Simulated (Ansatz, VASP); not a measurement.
H23NO10 in VASP and in Ansatz

```
CELL_PARAMETERS angstrom
6.47286 0.00000 0.00000
0.00000 6.47286 0.00000
0.00000 0.00000 6.47286
ATOMIC_POSITIONS crystal
O 0.25888 0.62676 0.26897
O 0.09211 0.11483 0.05549
O 0.74813 0.32432 0.17548
O 0.86889 0.81433 0.87184
O 0.39713 0.20627 0.35320
O 0.84997 0.53573 0.50785
O 0.32218 0.86568 0.60886
O 0.14267 0.30771 0.68508
O 0.49035 0.90529 0.03892
O 0.92342 0.94918 0.47358
H 0.35034 0.70839 0.17999
H 0.31550 0.48759 0.27300
H 0.11837 0.18737 0.92441
H 0.03567 0.98279 0.00801
H 0.67123 0.37920 0.04678
H 0.87121 0.25395 0.12299
H 0.90171 0.67056 0.85190
H 0.85911 0.87113 0.73236
H 0.32016 0.14132 0.24105
H 0.53742 0.22377 0.29535
H 0.89192 0.67302 0.46112
H 0.81381 0.46245 0.37852
H 0.39413 0.97055 0.52837
H 0.31041 0.75093 0.50940
H 0.03578 0.39621 0.62173
H 0.23557 0.27538 0.57132
H 0.41525 0.93148 0.91091
H 0.63095 0.87321 0.99403
H 0.90319 0.04550 0.36177
H 0.06962 0.95710 0.51089
H 0.49737 0.61253 0.86457
H 0.63154 0.46658 0.71410
H 0.41278 0.38594 0.81358
N 0.54538 0.46401 0.84651
```

Alike in both runs: functional r2SCAN; dispersion D3(BJ); k mesh 1 × 1 × 1; occupations fermi-dirac, width 0.02 eV; no spin polarisation.

Ansatz relaxed the structure, and its values are those at the end. VASP's run is a single point on that final structure, the one shown.

|  | VASP | Ansatz |
| --- | --- | --- |
| version | VASP 6.6.1 | Ansatz 0.2.0 |
| potentials or method | VASP PAW PBE potentials, release 64 (O, H, N), cutoff 520 eV | scalar-relativistic, plane waves, PAW |
| valence electrons in the cell | 88 | 88 |

```tsv
	VASP	Ansatz	Ansatz less VASP
rms of the force components (eV/Å)	0.084	0.082	-0.0021
```

VASP's potentials were made for PBE, not for r2SCAN. Ansatz's warnings: dispersion damping borrowed.
